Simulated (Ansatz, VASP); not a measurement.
## TaN: VASP beside Ansatz

```
Ta N
1.0
     5.18500   -0.05185   -0.05185
    -2.63740    4.51627   -0.01898
    -0.02908   -0.02908    2.90800
Ta N
3 3
Direct
  0.00000 0.00000 0.00000
  0.33333 0.66667 0.50000
  0.66667 0.33333 0.50000
  0.50000 0.00000 0.00000
  0.50000 0.50000 0.00000
  0.00000 0.50000 0.00000
```

Change from the starting cell: equal xy, yz and zx shear strains of -2 %, PAW files.

Alike in both runs: task electric field gradients; functional LDA; k mesh 5 × 5 × 8; occupations fermi-dirac, width 0.03 eV; no spin polarisation.

|  | VASP | Ansatz |
| --- | --- | --- |
| version | VASP 6.6.1 | Ansatz 0.2.0 |
| potentials or method | VASP PAW LDA potentials, release 64 (Ta_pv, N) | PAW with Ansatz's default frozen-core files, scalar-relativistic |
| plane-wave cutoff (eV) | 520 | 420 |
| valence electrons in the cell | 48 | 54 |

```csv
,VASP,Ansatz,Ansatz less VASP
pressure (GPa),-2.6,-4.3,-1.73
"traceless stress, the component that is largest in VASP (GPa)",4.20,4.13,-0.063
rms of the force components (eV/Å),0.102,0.100,-0.0026
size of Vzz on the site where it differs most (V/Å²),338.7,453.9,+115.24
```

LDA's correlation is that of Perdew and Zunger in VASP and of Perdew and Wang (1992) in Ansatz. Atom by atom the forces differ by 0.003 eV/Å (rms over components). VASP's potentials hold 48 valence electrons a cell and Ansatz's 54, so a difference there can come from the potentials and not from the codes.

Spin-orbit coupling is off throughout.
